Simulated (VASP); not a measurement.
# Sn (P-1) in VASP: a series of runs, part 2 of 2

VASP 6.6.1. Earlier steps stand in the parts before.

## Step 4: Relaxation of cell and atoms, RPBE

Input file INCAR:

```
SYSTEM = Sn
PREC = Accurate
ENCUT = 600
EDIFF = 1E-6
ISMEAR = -1
SIGMA = 0.05
LREAL = .False.
LASPH = .True.
NELM = 100
ALGO = Fast
ISIF = 3
LWAVE = .False.
LCHARG = .False.
GGA = RP
IBRION = 2
NSW = 60
EDIFFG = -0.01
```

Input file KPOINTS:

```
Automatic mesh
0
Gamma
  10 10 10
  0 0 0
```

Input file POSCAR:

```
Sn
1.0
   -1.8911382700      1.8977927600      1.8732002100
    1.8971113000     -1.9215372200      1.9029177100
    1.8832449900      1.9136439400     -1.8969446700
Sn
1
Direct
    0.0000000000      0.0000000000      0.0000000000
```

Potentials or basis: VASP PAW PBE potentials, release 64 (Sn_d).

Launch:

```bash
$ cat potpaw_PBE.64/Sn_d/POTCAR > POTCAR
$ mpirun -np 1 vasp_std > vasp.out
```

OUTCAR:

```text
SYSTEM = Sn
   PREC = Accurate
   ENCUT = 600
   EDIFF = 1E-6
   ISMEAR = -1
   LREAL = .False.
   LASPH = .True.
   NELM = 100
   ISIF = 3
   GGA = RP
   IBRION = 2
   NSW = 60
   EDIFFG = -0.01

 ion  position               nearest neighbor table
   1  0.000  0.000  0.000-

  LATTYP: Found a triclinic cell.
 ALAT       =     8.5230369495
 B/A-ratio  =     0.6311715057
 C/A-ratio  =     0.3832937424
 COS(alpha) =     0.0003116021
 COS(beta)  =     0.2567648264
 COS(gamma) =     0.9493361671

  Lattice vectors:

 A1 = (  -3.7961428500,   7.6307666800,  -0.0534619600)
 A2 = (  -3.7882495700,   3.8193299800,  -0.0297175000)
 A3 = (   1.8892180200,   1.8898994800,   1.8791732500)

Analysis of symmetry for initial positions (statically):
=====================================================================
 Subroutine PRICEL returns:
 Original cell was already a primitive cell.

 Routine SETGRP: Setting up the symmetry group for a
 triclinic supercell.

 Subroutine GETGRP returns: Found  2 space group operations
 (whereof  2 operations were pure point group operations)
 out of a pool of  2 trial point group operations.

The static configuration has the point symmetry S_2 .

Analysis of symmetry for dynamics (positions and initial velocities):
=====================================================================
 Subroutine PRICEL returns:
 Original cell was already a primitive cell.

 Routine SETGRP: Setting up the symmetry group for a
[... 268 lines left out ...]
      3     -14.0681      2.00000
      4     -14.0358      2.00000
      5     -14.0090      2.00000
      6      -3.1611      2.00000
      7      14.3527      0.00000
      8      14.7437      0.00000
      9      15.1857      0.00000
     10      18.0949      0.00000
     11      18.5777      0.00000
[... 310 lines left out ...]
  band No.  band energies     occupation
      1     -14.0816      2.00000
      2     -14.0639      2.00000
      3     -14.0582      2.00000
      4     -14.0280      2.00000
      5     -13.9958      2.00000
      6      -1.9161      2.00000
      7       9.3489      0.00000
      8      11.3657      0.00000
      9      14.1693      0.00000
     10      17.6028      0.00000
     11      18.0116      0.00000

 [... further k-points ...]

[... ionic steps 4 to 39 ...]

--------------------------------------- Ionic step       40  -------------------------------------------

 number of electron      14.0000002 magnetization

------------------------ aborting loop because EDIFF is reached ----------------------------------------
[... 65 lines left out ...]
--------------------------------------- Ionic step       42  -------------------------------------------

 number of electron      14.0000002 magnetization

 Free energy of the ion-electron system (eV)
  ---------------------------------------------------
  ext. energy  EPLUGINS =         0.00000000
  ---------------------------------------------------
  free energy    TOTEN  =        -3.42678310 eV

  energy without entropy =       -3.42294393  energy(sigma->0) =       -3.42486352

 E-fermi :   7.5900     XC(G=0): -10.0094

 val. band max:        7.5723822452   @ k =   0.4000  -0.3000   0.3000
 cond. band min:       7.6227695422   @ k =   0.3000   0.3000   0.5000
 fundamental gap:      0.0503872969
 Fermi energy:         7.5899673455

 k-point     1 :       0.0000    0.0000    0.0000
  band No.  band energies     occupation
      1     -14.0733      2.00000
      2     -14.0541      2.00000
      3     -14.0357      2.00000
      4     -14.0039      2.00000
      5     -13.9764      2.00000
      6      -3.1469      2.00000
      7      14.4038      0.00000
      8      14.8003      0.00000
      9      15.2602      0.00000
     10      18.1408      0.00000
     11      18.6299      0.00000
[... 350 lines left out ...]
  FREE ENERGIE OF THE ION-ELECTRON SYSTEM (eV)
  ---------------------------------------------------
  free  energy   TOTEN  =        -3.4267830995 eV

  energy  without entropy=       -3.4229439307  energy(sigma->0) =       -3.42486352

 reached required accuracy - stopping structural energy minimisation
```

CONTCAR:

```text
Sn
   1.00000000000000
    -1.7366389023673545    2.3860289576364178    1.8096728112191598
     1.6690142748724206   -2.3517208236394680    1.6642025576814810
     1.8074176952350627    2.3918894032801585   -1.7333744867308998
  Sn
     1
Direct
     0.0000000000000000    0.0000000000000000    0.0000000000000000

  0.00000000E+00  0.00000000E+00  0.00000000E+00
```

It took 37 min on 1 thread of Intel Xeon 6975P-C (Granite Rapids), shared host; peak memory 0.38 GiB.

Results:

```
Free energy                           : -3.4268 eV
Relaxed volume                        : 28.83 Å³/atom
Relaxed cell                          : a = 3.462 Å, b = 3.330 Å, c = 3.463 Å, α = 118.45°, β = 92.72°, γ = 118.49°
Space group after relaxing (to 0.1 Å) : Immm (No. 71)
Energy gained by relaxing             : 36.8 meV/atom
Ionic steps                           : 42
Pressure after relaxing               : 0.0 GPa
Band gap on the k mesh                : zero (bands 7 and 8 overlap by 8.76 eV)
```

The path:
```tsv
step	energy change (eV)	largest force (eV/Å)	pressure (GPa)	volume (Å³)
1	0.0000	0.0000	2.03	27.20
3	-0.0076	0.0000	-0.49	28.88
5	-0.0080	0.0000	-0.11	28.62
7	-0.0127	0.0000	-0.29	28.75
9	-0.0105	0.0000	-0.29	29.08
11	-0.0187	0.0000	-0.55	28.94
13	-0.0204	0.0000	-0.24	28.79
15	-0.0231	0.0000	0.22	28.55
17	-0.0343	0.0000	0.54	28.42
19	-0.0359	0.0000	0.80	28.99
21	-0.0345	0.0000	-0.66	29.32
23	-0.0358	0.0000	-0.49	29.07
25	-0.0359	0.0000	-0.22	29.01
27	-0.0366	0.0000	0.06	28.69
29	-0.0367	0.0000	0.21	28.75
31	-0.0367	0.0000	0.08	28.76
33	-0.0367	0.0000	0.17	28.83
35	-0.0367	0.0000	-0.45	28.92
37	-0.0367	0.0000	-0.06	28.85
39	-0.0367	0.0000	-0.04	28.86
41	-0.0368	0.0000	-0.05	28.84
42	-0.0368	0.0000	0.03	28.83
```

Final structure:
```yaml
crystal:
  lattice:
    - [-1.73664, 2.38603, 1.80967]
    - [1.66901, -2.35172, 1.66420]
    - [1.80742, 2.39189, -1.73337]
  atoms:
    - { symbol: Sn, position: [0.00000, 0.00000, 0.00000] }
```

Caveat: the PAW data sets were made with another functional, which shifts forces and pressure a little; spin-orbit coupling is left out, which moves the levels of the heavy elements.

## Step 5: Overview

| level | gap on the mesh (eV) | pressure (GPa) | relaxed volume (Å³/atom) |
| --- | --- | --- | --- |
| PBE | none | 0.0 | 27.76 |
| PBEsol | none | 0.0 | 26.25 |
| RPBE | none | 0.0 | 28.83 |

Alike in all rows: task relaxation of cell and atoms; potentials or basis VASP PAW PBE potentials, release 64 (Sn_d); no spin polarisation; cell relaxed; k mesh 10 × 10 × 10; cutoff (eV) 600; smearing fermi-dirac 0.05 eV.

Caveats: spin-orbit coupling is left out, which moves the levels of the heavy elements; the PAW data sets were made with another functional, which shifts forces and pressure a little (at least some runs).

Total energies depend on the potentials used, so only differences within one code and one set of settings carry meaning.

The gap in the log of VASP goes by the Fermi energy; the results here count the filled bands.